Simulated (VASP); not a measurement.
Crystal: ZrN.

```
Zr N
1.0
     0.00000    2.29427    2.29427
     2.29427    0.00000    2.29427
     2.29427    2.29427    0.00000
Zr N
1 1
Direct
  0.50000 0.50000 0.50000
  0.00000 0.00000 0.00000
```

Base run:

- Program: VASP 6.6.1
- Functional: r2SCAN
- Potentials or basis: VASP PAW PBE potentials, release 64 (Zr_sv, N)
- Cutoff: 660 eV
- k mesh: 8 × 8 × 8
- Occupations: gaussian, width 0.1 eV
- Spin: no spin polarisation

Its results: band gap on the k mesh zero (an odd number of electrons rules out a gap without spin polarisation); pressure 0.1 GPa.

The run is repeated on the same cell with these changes: functional from r2SCAN to PBE; cutoff from 660 eV to 600 eV; hubbard terms from none to Zr d U = 8.2 eV, J = 0.73 eV. What comes out?

Band gap on the k mesh zero (an odd number of electrons rules out a gap without spin polarisation); pressure 24.0 GPa.

Several settings changed at once.

Caveats: the PAW data sets were made with another functional, which shifts forces and pressure a little (at least some runs); the cell stands under pressure (at least some runs); U without spin polarisation on a metal has little footing (at least some runs).
